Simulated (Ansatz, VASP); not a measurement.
## Two plane-wave programs on Zn

The input INCAR:

```
SYSTEM = Zn
PREC = Accurate
ENCUT = 520
EDIFF = 1E-7
ISMEAR = -1
SIGMA = 0.05
LREAL = .FALSE.
LASPH = .TRUE.
NELM = 60
ALGO = Fast
ISIF = 2
LWAVE = .FALSE.
LCHARG = .TRUE.
GGA = PS
LELF = .TRUE.
LVHAR = .TRUE.
NBANDS = 12
```

File KPOINTS:

```
regular mesh
0
G
  10 10 10
  0 0 0
```

The input POSCAR:

```
Zn
1.0
    0.0000000000      1.9647760000      1.9254804800
    1.9647760000      0.0000000000      1.9254804800
    1.9647760000      1.9647760000      0.0000000000
Zn
1
Direct
    0.0000000000      0.0000000000      0.0000000000
```

input.yaml

```yaml
crystal:
  lattice:
    - [0.0, 1.964776, 1.92548048]
    - [1.964776, 0.0, 1.92548048]
    - [1.964776, 1.964776, 0.0]
  atoms:
    - { symbol: Zn, position: [0.0, 0.0, 0.0] }
hamiltonian:
  xc: pbesol
  pseudopotentials: { kind: paw }
kpoints:
  mp_grid: { grid: [10, 10, 10] }
  band_path:
    path:
      - [[0.0, 0.0, 0.0], [0.0, 0.5, 0.5], [0.2603082049, 0.5, 0.7603082049], [0.3801541025, 0.3801541025, 0.7603082049], [0.0, 0.0, 0.0], [-0.5, -0.5, 0.0], [-0.3801541025, -0.3801541025, 0.2396917951], [0.0, 0.0, 0.5], [-0.25, 0.25, 0.5], [-0.5, -0.2603082049, 0.2396917951], [-0.5, -0.5, 0.0]]
      - [[0.0, 0.5, 0.5], [-0.25, 0.25, 0.5]]
    npoints: 14
scf:
  occupations: { method: fermi_dirac, width: 0.05 }
  n_extra_bands: 6
output:
  forces: true
  stress: true
  eigenvalues: true
  fatbands: false
  write_density: true
  write_potential: true
  elf: true
  volumetric_format: npy
```

Alike in both runs: functional PBEsol; k mesh 10 × 10 × 10; occupations fermi-dirac, width 0.05 eV; no spin polarisation.

```csv
,VASP,Ansatz
version,VASP 6.6.1,Ansatz 0.2.0
potentials or method,"VASP PAW PBE potentials, release 64 (Zn)",Ansatz PAW
plane-wave cutoff (eV),520,420
valence electrons in the cell,12,12
task,single point,band structure
```

|  | VASP | Ansatz | Ansatz less VASP |
| --- | --- | --- | --- |
| gap on the k mesh at the Fermi level (eV) | none | none | - |
| pressure (GPa) | -3.7 | -4.1 | -0.39 |
| traceless stress, the component that is largest in VASP (GPa) | -0.70 | -0.72 | -0.024 |

VASP's potentials were made for PBE, not for PBEsol. A gap of «none» marks a metal or a gap that the smearing closes. The functional is the same, so the differences come from potentials, cutoffs and numerics.
